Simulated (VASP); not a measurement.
Runs of VASP 6.6.1 on Rh. The structure is that of space group Fm-3m (No. 225), or close to it. The cells are those of the table. 

```csv
potentials or basis,cell,cutoff (eV),second run,gap on the mesh (eV),pressure (GPa)
"VASP PAW LDA potentials, release 64 (Rh_pv)","a = 2.689, b = 2.737, c = 2.737 Å, angles 58.9, 60.6, 60.6°, 1 atom",520,-,none,(b)
"VASP PAW LDA potentials, release 64 (Rh_pv)","a = 2.689, b = 2.636, c = 2.636 Å, angles 61.3, 59.3, 59.3°, 1 atom",520,-,none,(a)
"VASP PAW LDA potentials, release 64 (Rh_pv)","a = 2.689, b = 2.716, c = 2.716 Å, angles 59.3, 60.3, 60.3°, 1 atom",520,-,none,-15.2
"VASP PAW LDA potentials, release 64 (Rh_sv_GW)","a = 2.689, b = 2.649, c = 2.649 Å, angles 61.0, 59.5, 59.5°, 1 atom",530,valence_matched,none,-4.5
"VASP PAW LDA potentials, release 64 (Rh_pv)","a = 2.689, b = 2.649, c = 2.649 Å, angles 61.0, 59.5, 59.5°, 1 atom",520,-,none,-1.5
```

Alike in all rows: task single point; level LDA; no spin polarisation; k mesh 22 × 22 × 22; smearing gaussian 0.15 eV.

Q: Estimate the missing entries.

A: (a) 1.8; (b) -18.4.

A k mesh can miss the band edges, and the runs leave out spin-orbit coupling on Rh.

A gap of «none» marks levels without a gap at the run's occupations.

The runs don't all hold the same shells in valence.
